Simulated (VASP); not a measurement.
Write the native input for VASP 6.6.1 that does the following.

- Task: single point
- Functional: PBEsol
- Potentials or basis: VASP PAW PBE potentials, release 64 (Ta_pv)
- Cutoff: 520 eV
- k mesh: 6 × 6 × 6
- Occupations: gaussian, width 0.1 eV
- Spin: no spin polarisation
- Dipole correction: no
- Further INCAR settings: ALGO = Normal; EDIFF = 1e-06; NBANDS = 24

The structure of Ta lies in POSCAR:

```
Ta
1.0
    4.9513374049      0.0000000000      0.0000000000
   -2.4756687025      4.2879839754      0.0000000000
    0.0000000000      0.0000000000      3.0353851048
Ta
3
Direct
    0.0000000000      0.0000000000      0.0000000000
    0.3333333333      0.6666666667      0.5000000000
    0.6666666667      0.3333333333      0.5000000000
```

The input as run:

INCAR

```
SYSTEM = Ta
ALGO = Normal
EDIFF = 1E-6
ENCUT = 520
GGA = PS
ISIF = 2
ISMEAR = 0
LASPH = .True.
LCHARG = .False.
LREAL = .False.
LWAVE = .False.
NBANDS = 24
NELM = 80
PREC = Accurate
SIGMA = 0.1
```

KPOINTS

```
k-points
0
Gamma
  6 6 6
  0 0 0
```

Potentials or basis: VASP PAW PBE potentials, release 64 (Ta_pv).

Launch:

```sh
$ cat potpaw_PBE.64/Ta_pv/POTCAR > POTCAR
$ mpirun -np 1 vasp_std > vasp.out
```

It gave:

```json
{
  "Pressure": "-24.5 GPa"
}
```

Caveat: the PAW data sets were made with another functional, which shifts forces and pressure a little.

It took 54 s on 1 thread of Intel(R) Xeon(R) Platinum 8259CL CPU @ 2.50GHz (Skylake/Cascade Lake), with other jobs on the host, peak memory 0.19 GiB.
